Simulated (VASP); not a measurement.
Here is a VASP 6.6.1 calculation.

The input INCAR:

```
SYSTEM = Ti
ALGO = Fast
EDIFF = 1E-6
ENCUT = 520
GGA = PS
ISIF = 2
ISMEAR = 0
LASPH = .TRUE.
LCHARG = .FALSE.
LREAL = .FALSE.
LWAVE = .FALSE.
NBANDS = 19
NELM = 80
PREC = Accurate
SIGMA = 0.1
```

The input KPOINTS:

```
k-points
0
G
  24 24 12
  0 0 0
```

Contents of POSCAR:

```
Ti
1.0
    2.9004352004      0.0000000000      0.0000000000
   -1.4502176002      2.5118505656      0.0000000000
    0.0000000000      0.0000000000      4.6828102558
Ti
2
Direct
    0.3333333333      0.6666666667      0.2500000000
    0.6666666667      0.3333333333      0.7500000000
```

Potentials or basis: VASP PAW PBE potentials, release 64 (Ti_sv).

Run with:

```console
$ cat potpaw_PBE.64/Ti_sv/POTCAR > POTCAR
$ mpirun -np 1 vasp_std > vasp.out
```

Task: Predict the pressure.

Result: -2.7 GPa.

Task: Estimate the band gap on the k mesh.

Result: Zero (bands 12 and 13 overlap by 1.15 eV).

Stress tensor (GPa, compression positive):
```
-1.88  0.00  0.00
 0.00 -1.88  0.00
 0.00  0.00 -4.18
```

Caveat: the cell differs from its parent crystal (strain along c alone, the other axes held: +2.0 %); the PAW data sets were made with another functional, which shifts forces and pressure a little.
